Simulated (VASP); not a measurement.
BP: single point with PBEsol

The system is BP.

```
B P
1.0
     2.26010    2.26010    0.00000
    -2.26010    2.26010    0.00000
     0.00000    0.00000    4.52020
B P
2 2
Direct
  0.00000 0.00000 0.00000
  0.50000 0.50000 0.50000
  0.50000 0.00000 0.75000
  0.00000 0.50000 0.25000
```

```
Program             : VASP 6.6.1
Task                : single point
Functional          : PBEsol
Potentials or basis : VASP PAW PBE potentials, release 64 (B, P)
Cutoff              : 520 eV
k mesh              : 8 × 8 × 6
Occupations         : gaussian, width 0.02 eV
Spin                : no spin polarisation
```

The pressure is 0.1 GPa and the band gap on the k mesh is 1.11 eV.

Levels at points of the mesh, in eV from the valence-band top:
```csv
k point,band 5,band 6,band 7,band 8,band 9,band 10,band 11,band 12
"(0.00, 0.00, 0.00)",-4.19,0.00,0.00,0.00,1.20,1.51,3.37,3.37
"(0.50, 0.00, 0.00)",-5.35,-5.35,-1.97,-1.97,3.79,3.79,6.38,6.38
"(0.50, 0.50, 0.00)",-4.19,-4.19,-4.19,-4.19,1.20,1.20,1.51,1.51
"(0.00, 0.00, 0.50)",-2.79,-2.79,-2.79,-2.79,1.72,1.72,4.83,4.83
"(0.50, 0.00, 0.50)",-1.78,-1.78,-1.78,-1.78,3.80,3.80,4.66,4.66
"(0.50, 0.50, 0.50)",-5.81,-5.81,-5.61,-5.61,5.24,5.24,6.67,6.67
```

It took 11 s on 1 thread of Intel(R) Xeon(R) 6975P-C (Granite Rapids) (shared host), peak memory 0.17 GiB.

Caveat: the PAW data sets were made with another functional, which shifts forces and pressure a little. A k mesh can miss the band edges.
